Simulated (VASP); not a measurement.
Write the native input for VASP 6.6.1 that does the following.

| Property | Result |
| --- | --- |
| Task | single point |
| Functional | PBE |
| Potentials or basis | VASP PAW PBE potentials, release 64 (Ta_pv, N) |
| Cutoff | 520 eV |
| k mesh | 6 × 6 × 10 |
| Occupations | fermi-dirac, width 0.02 eV |
| Spin | collinear spin |
| Starting moments | [2.0, 2.0, 2.0, 0.0, 0.0, 0.0] μB |
| Dipole correction | no |
| Further INCAR settings | ALGO = Normal; EDIFF = 1e-07; NBANDS = 37 |

The structure of TaN lies in POSCAR:

```
TaN
1.0
    5.1849992558      0.0000000000      0.0000000000
   -2.5924996279      4.4903410741      0.0000000000
    0.0000000000      0.0000000000      2.9080000000
Ta N
3 3
Direct
    0.0000000000      0.0000000000      0.0000000000
    0.3333333333      0.6666666667      0.5000000000
    0.6666666667      0.3333333333      0.5000000000
    0.5000000000      0.0000000000      0.0000000000
    0.5000000000      0.5000000000      0.0000000000
    0.0000000000      0.5000000000      0.0000000000
```

One way to write it, as run:

INCAR

```
  ALGO = Normal
  EDIFF = 1E-7
  ENCUT = 520
  GGA = PE
  ISIF = 2
  ISMEAR = -1
  ISPIN = 2
  LASPH = True
  LCHARG = True
  LELF = True
  LMAXMIX = 4
  LORBIT = 11
  LREAL = False
  LVHAR = True
  LWAVE = False
  MAGMOM = 2 2 2 0 0 0
  NBANDS = 37
  NELM = 150
  PREC = Accurate
  SIGMA = 0.02
```

KPOINTS

```
k-points
0
Gamma
  6 6 10
```

Potentials or basis: VASP PAW PBE potentials, release 64 (Ta_pv, N).

Run with:

```bash
$ cat potpaw_PBE.64/Ta_pv/POTCAR potpaw_PBE.64/N/POTCAR > POTCAR
$ mpirun -np 1 vasp_std > vasp.out
```

It gave:

```
Pressure                                              : 11.1 GPa
Band gap on the k mesh                                : zero (filled and empty bands overlap)
Net moment                                            : 0.00 μB per cell
Valence electrons inside the program's atomic spheres : Ta 8.64, 9.06 (each value once); N 3.82
```

Caveat: the cell stands under pressure; spin-orbit coupling is left out, which moves the levels of the heavy elements.

It took 4.6 min on 1 thread of Intel Xeon 8259CL, on a shared host, peak memory 0.32 GiB.
